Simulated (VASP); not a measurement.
# NbAs (rocksalt type) (Fm-3m) in VASP: a series of runs

Aim: see how the results for NbAs (rocksalt type) move with the level of theory and the settings. Levels: LDA, PBE. Tasks: single point.

Program: VASP 6.6.1. These are calculated values, not measurements. Logs are shortened: lines on timing, memory, paths and dates and some standing lists are left out, and cuts for length are marked.

### 1 The cell of the first run

The structure is cubic, space group Fm-3m (No. 225). Conventional cell: a = 5.204 Å, b = 5.204 Å, c = 5.204 Å, α = 90.00°, β = 90.00°, γ = 90.00°. Within 3.4 Å of Nb (site symmetry m-3m) lie 6 As at 2.60 Å. As (site symmetry m-3m) has 6 Nb at 2.60 Å within 3.4 Å.

### 2 Single point, LDA (17.62 Å³/atom)

INCAR

```
  PREC = Accurate
  ENCUT = 520
  EDIFF = 1E-7
  ISMEAR = -1
  SIGMA = 0.05
  LREAL = F
  LASPH = T
  NELM = 100
  ALGO = Normal
  ISIF = 2
  LWAVE = F
  LCHARG = T
  GGA = CA
  LELF = T
  LVHAR = T
  NBANDS = 16
```

KPOINTS

```
Automatic mesh
0
Gamma
  11 11 11
```

POSCAR

```
NbAs
1.0
    0.0000000000      2.6019534278      2.6019534278
    2.6019534278      0.0000000000      2.6019534278
    2.6019534278      2.6019534278      0.0000000000
Nb As
1 1
Direct
    0.0000000000      0.0000000000      0.0000000000
    0.5000000000      0.5000000000      0.5000000000
```

Potentials or basis: VASP PAW LDA potentials, release 64 (Nb_sv, As).

Launch:

```sh
> cat potpaw_LDA.64/Nb_sv/POTCAR potpaw_LDA.64/As/POTCAR > POTCAR
> mpirun -np 1 vasp_std > vasp.out
```

OUTCAR:

```text
PREC = Accurate
   ENCUT = 520
   EDIFF = 1E-7
   ISMEAR = -1
   LREAL = F
   LASPH = T
   NELM = 100
   ISIF = 2
   GGA = CA

 ion  position               nearest neighbor table
   1  0.000  0.000  0.000-   2 2.60   2 2.60   2 2.60   2 2.60   2 2.60   2 2.60
   2  0.500  0.500  0.500-   1 2.60   1 2.60   1 2.60   1 2.60   1 2.60   1 2.60

  LATTYP: Found a face centered cubic cell.
 ALAT       =     5.2039068556

  Lattice vectors:

 A1 = (   0.0000000000,   2.6019534278,   2.6019534278)
 A2 = (   2.6019534278,   0.0000000000,   2.6019534278)
 A3 = (   2.6019534278,   2.6019534278,   0.0000000000)

Analysis of symmetry for initial positions (statically):
=====================================================================
 Subroutine PRICEL returns:
 Original cell was already a primitive cell.

 Routine SETGRP: Setting up the symmetry group for a
 face centered cubic supercell.

 Subroutine GETGRP returns: Found 48 space group operations
 (whereof 48 operations were pure point group operations)
 out of a pool of 48 trial point group operations.

The static configuration has the point symmetry O_h .

Analysis of symmetry for dynamics (positions and initial velocities):
=====================================================================
 Subroutine PRICEL returns:
 Original cell was already a primitive cell.

 Routine SETGRP: Setting up the symmetry group for a
 face centered cubic supercell.

 Subroutine GETGRP returns: Found 48 space group operations
 (whereof 48 operations were pure point group operations)
 out of a pool of 48 trial point group operations.

The dynamic configuration has the point symmetry O_h .

 Subroutine INISYM returns: Found 48 space group operations
 (whereof 48 operations are pure point group operations),
 and found     1 'primitive' translations

----------------------------------------------------------------------------------------

                                     Primitive cell

  volume of cell :      35.2313

  direct lattice vectors                    reciprocal lattice vectors
     0.000000000  2.601953428  2.601953428    -0.192163316  0.192163316  0.192163316
     2.601953428  0.000000000  2.601953428     0.192163316 -0.192163316  0.192163316
     2.601953428  2.601953428  0.000000000     0.192163316  0.192163316 -0.192163316

  length of vectors
     3.679717826  3.679717826  3.679717826     0.332836627  0.332836627  0.332836627

  position of ions in fractional coordinates (direct lattice)
     0.000000000  0.000000000  0.000000000
     0.500000000  0.500000000  0.500000000

  ion indices of the primitive-cell ions
   primitive index   ion index
                 1           1
                 2           2

----------------------------------------------------------------------------------------

 KPOINTS: Automatic mesh

Automatic generation of k-mesh.
 Grid dimensions read from file:
 generate k-points for:   11   11   11

 Generating k-lattice:

  Cartesian coordinates                     Fractional coordinates (reciprocal lattice)
    -0.017469392  0.017469392  0.017469392     0.090909091  0.000000000  0.000000000
     0.017469392 -0.017469392  0.017469392     0.000000000  0.090909091  0.000000000
     0.017469392  0.017469392 -0.017469392     0.000000000  0.000000000  0.090909091

  Length of vectors
     0.030257875  0.030257875  0.030257875

  Shift w.r.t. Gamma in fractional coordinates (k-lattice)
     0.000000000  0.000000000  0.000000000

 Subroutine IBZKPT returns following result:
 ===========================================

 Found     56 irreducible k-points:

 Following reciprocal coordinates:
            Coordinates               Weight
  0.000000  0.000000  0.000000      1.000000
  0.090909  0.000000  0.000000      8.000000
  0.181818  0.000000  0.000000      8.000000
  0.272727  0.000000  0.000000      8.000000
  0.363636  0.000000  0.000000      8.000000
  0.454545  0.000000  0.000000      8.000000
[... 16 lines left out ...]
 -0.272727  0.181818  0.000000     24.000000
 -0.181818  0.181818  0.000000     12.000000
 [... further k-points ...]
   k-points           NKPTS =     56   k-points in BZ     NKDIM =     56   number of bands    NBANDS=     16
   number of dos      NEDOS =    301   number of ions     NIONS =      2
   total plane-waves  NPLWV =  21952
   dimension x,y,z NGX =    28 NGY =   28 NGZ =   28
   dimension x,y,z NGXF=    56 NGYF=   56 NGZF=   56
   ions per type =               1   1
   NGX,Y,Z   is equivalent  to a cutoff of  12.65, 12.65, 12.65 a.u.
   NGXF,Y,Z  is equivalent  to a cutoff of  25.30, 25.30, 25.30 a.u.
 SYSTEM =  unknown system
   PREC   = accura    normal or accurate (medium, high low for compatibility)
   ISTART =      0    job   : 0-new  1-cont  2-samecut
   ICHARG =      2    charge: 1-file 2-atom 10-const
   ISPIN  =      1    spin polarized calculation?
   LNONCOLLINEAR =      F non collinear calculations
   LSORBIT =      F    spin-orbit coupling
   LASPH  =      T    aspherical Exc in radial PAW
   ENCUT  =  520.0 eV  38.22 Ry    6.18 a.u.   6.84  6.84  6.84*2*pi/ulx,y,z
   NELM   =    100;   NELMIN=  2; NELMDL= -5     # of ELM steps
   EDIFF  = 0.1E-06   stopping-criterion for ELM
   LREAL  =      F    real-space projection
   EDIFFG = 0.1E-05   stopping-criterion for IOM
   NSW    =      0    number of steps for IOM
   IBRION =     -1    ionic relax: 0-MD 1-quasi-New 2-CG
   NFREE  =      0    steps in history (QN), initial steepest desc. (CG)
   ISIF   =      2    stress and relaxation
   ISYM   =      2    0-nonsym 1-usesym 2-fastsym
   POTIM  = 0.5000    time-step for ionic-motion
   TEBEG  =    0.0;   TEEND  =   0.0 temperature during run
   PSTRESS=    0.0 pullay stress
   NELECT =      18.0000    total number of electrons
   NUPDOWN=      -1.0000    fix difference up-down
   EMIN   =  10.00;   EMAX   =-10.00  energy-range for DOS
   EFERMI =   0.00;   METHOD = LEGACY
   ISMEAR =    -1;   SIGMA  =   0.05  broadening in eV -4-tet -1-fermi 0-gaus
   EFERMI_NEDOS =   21; number of points for ismear=-14 and -15
   IALGO  =     38    algorithm
   IMIX   =      4    mixing-type and parameters
     AMIX     =   0.40;   BMIX     =  1.00
     AMIX_MAG =   1.60;   BMIX_MAG =  1.00
  volume/ion in A,a.u.               =      17.62       118.88
  Fermi-wavevector in a.u.,A,eV,Ry     =   1.308748  2.473176 23.304362  1.712822
  Thomas-Fermi vector in A             =   2.439394
   LORBIT       =      0    0 simple, 1 ext, 2 COOP (PROOUT), +10 PAW based schemes
   GGA     = CA    functional components
   LHFCALC =     F    Hartree Fock is set to
   AEXX    =    0.0000 exact exchange contribution
   IVDW    =     0    specifies the selected vdW correction
   LEPSILON=     F    determine dielectric tensor
   LRPA    =     F    only Hartree local field effects (RPA)
 non-spin polarized calculation
  energy-cutoff  :      520.00
  volume of cell :       35.23
 maximum number of plane-waves:       959
   NGX = 13   NGY = 13   NGZ = 13

 number of electron      18.0000001 magnetization

 Free energy of the ion-electron system (eV)
  ---------------------------------------------------
  ext. energy  EPLUGINS =         0.00000000
  ---------------------------------------------------
  free energy    TOTEN  =       -17.25303518 eV

  energy without entropy =      -17.23233265  energy(sigma->0) =      -17.24268391

 E-fermi :  10.1846     XC(G=0): -11.9314

 val. band max:       10.1776703736   @ k =  -0.3636   0.3636   0.1818
 cond. band min:      10.1967522997   @ k =   0.4545   0.0909   0.0000
 fundamental gap:      0.0190819260
 Fermi energy:        10.1846014871

 k-point     1 :       0.0000    0.0000    0.0000
  band No.  band energies     occupation
      1     -45.2825      2.00000
      2     -21.4894      2.00000
      3     -21.4894      2.00000
      4     -21.4894      2.00000
      5      -3.5576      2.00000
      6       8.5392      2.00000
[... 8 lines left out ...]
     15      17.6965      0.00000
     16      23.6166      0.00000

 k-point     2 :       0.0909    0.0000    0.0000
  band No.  band energies     occupation
      1     -45.2812      2.00000
      2     -21.5064      2.00000
      3     -21.4906      2.00000
      4     -21.4906      2.00000
      5      -3.4239      2.00000
      6       7.9245      2.00000
[... 8 lines left out ...]
     15      17.9672      0.00000
     16      22.6025      0.00000

 k-point     3 :       0.1818    0.0000    0.0000
  band No.  band energies     occupation
      1     -45.2779      2.00000
      2     -21.5515      2.00000
      3     -21.4939      2.00000
      4     -21.4939      2.00000
      5      -3.0394      2.00000
      6       6.6166      2.00000
[... 8 lines left out ...]
     15      18.5130      0.00000
     16      21.6501      0.00000

 k-point     4 :       0.2727    0.0000    0.0000
  band No.  band energies     occupation
      1     -45.2735      2.00000
      2     -21.6099      2.00000
      3     -21.4981      2.00000
      4     -21.4981      2.00000
      5      -2.4573      2.00000
      6       5.1965      2.00000
[... 8 lines left out ...]
     15      19.8634      0.00000
     16      19.9879      0.00000

 k-point     5 :       0.3636    0.0000    0.0000
  band No.  band energies     occupation
      1     -45.2694      2.00000
      2     -21.6628      2.00000
      3     -21.5019      2.00000
      4     -21.5019      2.00000
      5      -1.7878      2.00000
      6       3.9459      2.00000
[... 8 lines left out ...]
     15      18.5244      0.00000
     16      18.5244      0.00000

 k-point     6 :       0.4545    0.0000    0.0000
  band No.  band energies     occupation
      1     -45.2670      2.00000
      2     -21.6939      2.00000
      3     -21.5042      2.00000
      4     -21.5042      2.00000
      5      -1.2688      2.00000
      6       3.1364      2.00000
[... 8 lines left out ...]
     15      17.5018      0.00000
     16      17.5018      0.00000
[... 267 lines left out ...]
 k-point    21 :      -0.4545    0.1818    0.0000
  band No.  band energies     occupation
      1     -45.2645      2.00000
      2     -21.6739      2.00000
      3     -21.5450      2.00000
      4     -21.5177      2.00000
      5      -1.3531      2.00000
      6       3.6292      2.00000
[... 8 lines left out ...]
     15      18.8070      0.00000
     16      19.7340      0.00000

 k-point    22 :      -0.3636    0.1818    0.0000
  band No.  band energies     occupation
      1     -45.2654      2.00000
      2     -21.6642      2.00000
      3     -21.5512      2.00000
      4     -21.5094      2.00000
      5      -1.4354      2.00000
      6       3.7128      2.00000
[... 8 lines left out ...]
     15      18.6805      0.00000
     16      19.5416      0.00000

 k-point    23 :      -0.2727    0.1818    0.0000
  band No.  band energies     occupation
      1     -45.2681      2.00000
      2     -21.6360      2.00000
      3     -21.5483      2.00000
      4     -21.5004      2.00000
      5      -1.8328      2.00000
      6       4.2552      2.00000
[... 8 lines left out ...]
     15      18.4441      0.00000
     16      19.3982      0.00000

 k-point    24 :      -0.1818    0.1818    0.0000
  band No.  band energies     occupation
      1     -45.2719      2.00000
      2     -21.6018      2.00000
      3     -21.5333      2.00000
      4     -21.4936      2.00000
      5      -2.3361      2.00000
      6       5.0634      2.00000
[... 8 lines left out ...]
     15      18.4853      0.00000
     16      20.5029      0.00000

 [... further k-points ...]
[... 5 lines left out ...]
  --------------------------------------------------------------------------------------
  -------------------------------------------------------------------------------------
  Total       -0.4166209     -0.4166209     -0.4166209      0.0000000      0.0000000      0.0000000
  in kB      -18.9462438    -18.9462438    -18.9462438      0.0000000      0.0000000      0.0000000
  external PRESSURE =     -18.9462438 kB  Pullay stress =       0.0000000 kB

 VOLUME and BASIS-vectors are now :
 -----------------------------------------------------------------------------
  energy-cutoff  :      520.00
  volume of cell :       35.23
      direct lattice vectors                 reciprocal lattice vectors
     0.000000000  2.601953428  2.601953428    -0.192163316  0.192163316  0.192163316
     2.601953428  0.000000000  2.601953428     0.192163316 -0.192163316  0.192163316
     2.601953428  2.601953428  0.000000000     0.192163316  0.192163316 -0.192163316

 POSITION                                       TOTAL-FORCE (eV/Angst)
 -----------------------------------------------------------------------------------
      0.00000      0.00000      0.00000        -0.000000     -0.000000     -0.000000
      2.60195      2.60195      2.60195         0.000000      0.000000      0.000000
 -----------------------------------------------------------------------------------
    total drift:                               -0.000000      0.000000      0.000000

  FREE ENERGIE OF THE ION-ELECTRON SYSTEM (eV)
  ---------------------------------------------------
  free  energy   TOTEN  =       -17.2530351806 eV

  energy  without entropy=      -17.2323326454  energy(sigma->0) =      -17.24268391
```

It took 41 s on 1 thread of Intel Xeon 8259CL, shared host; peak memory 0.16 GiB.

What came out:

```yaml
Free_energy: -17.2530 eV
Pressure: -1.9 GPa
Band_gap_on_the_k_mesh: zero (bands 9 and 10 overlap by 1.89 eV)
```

### 3 Single point, PBE

This run uses another cell than the first one, of 18.35 Å³/atom.

INCAR

```
SYSTEM = NbAs
  PREC = Accurate
  ENCUT = 520
  EDIFF = 1E-6
  ISMEAR = -1
  SIGMA = 0.05
  LREAL = .False.
  LASPH = .True.
  NELM = 80
  ALGO = Normal
  ISIF = 2
  LWAVE = .False.
  LCHARG = .False.
  GGA = PE
  NBANDS = 16
```

KPOINTS

```
Automatic mesh
0
Gamma
  11 11 11
  0 0 0
```

POSCAR

```
NbAs
1.0
    0.0000000000      2.6376010551      2.6376010551
    2.6376010551      0.0000000000      2.6376010551
    2.6376010551      2.6376010551      0.0000000000
Nb As
1 1
Direct
    0.0000000000      0.0000000000      0.0000000000
    0.5000000000      0.5000000000      0.5000000000
```

Potentials or basis: VASP PAW PBE potentials, release 64 (Nb_sv, As).

Launch:

```sh
> cat potpaw_PBE.64/Nb_sv/POTCAR potpaw_PBE.64/As/POTCAR > POTCAR
> mpirun -np 1 vasp_std > vasp.out
```

Run time: 43 s. Hardware: 1 thread of Intel Xeon 8259CL, shared host; peak memory 0.18 GiB.

It converged, with:

- Free energy: -15.3675 eV
- Pressure: 0.0 GPa
- Band gap on the k mesh: zero (bands 9 and 10 overlap by 1.79 eV)

Levels at points of the mesh, in eV from the Fermi level:
```
           k point  band 6  band 7  band 8  band 9  band 10  band 11  band 12  band 13
(0.00, 0.00, 0.00)   -1.54   -1.54   -1.54   -0.95    -0.95    -0.21    -0.21    -0.21
```

(Part 1 of 2 ends here.)
